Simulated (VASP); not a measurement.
Runs of VASP 6.6.1 on PbS. The structure is that of space group Fm-3m (No. 225), or close to it. The cells are those of the table. 

```tsv
task	cell	gap on the mesh (eV)	pressure (GPa)
relaxation of cell and atoms	relaxed to 20 GPa from a = 4.194 Å, angles 60.0°, 2 atoms	0.60	20.0
relaxation of cell and atoms	relaxed to 30 GPa from a = 4.194 Å, angles 60.0°, 2 atoms	1.06	30.0
relaxation of cell and atoms	relaxed to 40 GPa from a = 4.194 Å, angles 60.0°, 2 atoms	1.44	40.0
single point	a = 4.248 Å, angles 60.0°, 2 atoms	(a)	-0.1
single point	a = 4.050 Å, angles 60.0°, 2 atoms	0.08	9.9
single point	a = 3.836 Å, angles 60.0°, 2 atoms	1.06	29.9
single point	a = 3.925 Å, angles 60.0°, 2 atoms	0.60	(b)
relaxation of cell and atoms	relaxed to 10 GPa from a = 4.194 Å, angles 60.0°, 2 atoms	0.09	9.9
```

Alike in all rows: level PBE; potentials or basis VASP PAW PBE potentials, release 64 (Pb_d, S); no spin polarisation; k mesh 6 × 6 × 6; cutoff (eV) 500; smearing fermi-dirac 0.1 eV.

**Question.** Estimate the missing entries.

**Answer.** (a) 0.50; (b) 19.9.

Caveats: spin-orbit coupling is left out, which moves the levels of the heavy elements; the cell is relaxed towards a set pressure, so the run minimises the enthalpy, not the energy (at least some runs); the cell stands under pressure (at least some runs).

A k mesh can miss the band edges, and the runs leave out spin-orbit coupling on Pb.
